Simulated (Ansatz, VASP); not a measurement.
# AlInSb2: VASP beside Ansatz

```
CELL_PARAMETERS angstrom
4.75701 0.00000 0.00000
0.00000 4.75701 0.00000
0.00000 0.00000 5.69691
ATOMIC_POSITIONS crystal
Al 0.00000 0.00000 0.00000
In 0.50000 0.50000 0.50000
Sb 0.00000 0.50000 0.23337
Sb 0.50000 0.00000 0.76663
```

Alike in both runs: task single point; functional LDA; k mesh 8 × 8 × 6; occupations gaussian, width 0.03 eV; no spin polarisation.

|  | VASP | Ansatz |
| --- | --- | --- |
| version | VASP 6.6.1 | Ansatz 0.2.0 |
| potentials or method | VASP PAW LDA potentials, release 64 (Al, In_d, Sb), cutoff 520 eV | scalar-relativistic, plane waves, PAW |
| valence electrons in the cell | 26 | 46 |

```tsv
	VASP	Ansatz	Ansatz less VASP
gap on the k mesh at the Fermi level (eV)	0.07	0.02	-0.047
least direct gap on the mesh (eV)	0.07	0.02	-0.047
pressure (GPa)	-2.3	-2.5	-0.14
traceless stress, the component that is largest in VASP (GPa)	2.76	2.79	+0.021
rms of the force components (eV/Å)	0.042	0.046	+0.0039
```

LDA's correlation is that of Perdew and Zunger in VASP and of Perdew and Wang (1992) in Ansatz. Atom by atom the forces differ by 0.004 eV/Å (rms over components). VASP's potentials hold 26 valence electrons a cell and Ansatz's 46, so a difference there can come from the potentials and not from the codes.

Neither program's run includes spin-orbit coupling.
